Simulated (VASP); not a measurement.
Write the native input for VASP 6.6.1 that does the following.

- Task: single point
- Functional: PBE
- Potentials or basis: VASP PAW PBE potentials, release 64 (K_sv)
- Cutoff: 520 eV
- k mesh: 9 × 9 × 9
- Occupations: fermi-dirac, width 0.1 eV
- Spin: no spin polarisation
- Dipole correction: no
- Further INCAR settings: ALGO = Normal; EDIFF = 1e-06; NBANDS = 16

The structure of K lies in POSCAR:

```
K
1.0
    0.0000000000      4.8812056634      4.8812056634
    4.8812056634      0.0000000000      4.8812056634
    4.8812056634      4.8812056634      0.0000000000
K
2
Direct
    0.1250000000      0.1250000000      0.1250000000
    0.8750000000      0.8750000000      0.8750000000
```

This isn't the form of K at room conditions, which is bcc.

One way to write it, as run:

INCAR

```
SYSTEM = K
  ALGO = Normal
  EDIFF = 1E-6
  ENCUT = 520
  GGA = PE
  ISIF = 2
  ISMEAR = -1
  LASPH = .True.
  LCHARG = .True.
  LELF = .True.
  LREAL = .False.
  LVHAR = .True.
  LWAVE = .False.
  NBANDS = 16
  NELM = 100
  PREC = Accurate
  SIGMA = 0.1
```

KPOINTS

```
k-points
0
Gamma
  9 9 9
  0 0 0
```

Potentials or basis: VASP PAW PBE potentials, release 64 (K_sv).

The run is started by

```bash
$ cat potpaw_PBE.64/K_sv/POTCAR > POTCAR
$ mpirun -np 1 vasp_std > vasp.out
```

It gave:

* Pressure: -0.1 GPa
* Band gap on the k mesh: zero (bands 9 and 10 overlap by 0.09 eV)

Run time: 3.9 min on 1 thread of Intel Xeon 8259CL, with other jobs on the host, peak memory 0.44 GiB.
